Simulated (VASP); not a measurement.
The system is AlP.

```
Al P
1.0
     3.85444    0.00000    0.00000
     1.92722    3.33804    0.00000
     1.92722    1.11268    3.14714
Al P
1 1
Direct
  0.00000 0.00000 0.00000
  0.25000 0.25000 0.25000
```

Base run:

- Program: VASP 6.6.1
- Functional: revPBE
- Dispersion: D3(BJ)
- Potentials or basis: VASP PAW PBE potentials, release 64 (Al, P)
- Cutoff: 500 eV
- k mesh: 5 × 5 × 5
- Occupations: gaussian, width 0.01 eV
- Spin: no spin polarisation

Its results: band gap on the k mesh 1.87 eV, indirect (least direct gap 3.45 eV); pressure -1.5 GPa.

Problem. The run is repeated on the same cell with these changes: dispersion from D3(BJ) to none. What comes out?

Solution. Band gap on the k mesh 1.87 eV, indirect (least direct gap 3.45 eV); pressure 3.9 GPa.

Dispersion adds attraction, which lowers the pressure at fixed volume and, as a term added to the energy, leaves the levels alone.

Caveats: the PAW data sets were made with another functional, which shifts forces and pressure a little; three body term missing (some runs).

A k mesh can miss the band edges.
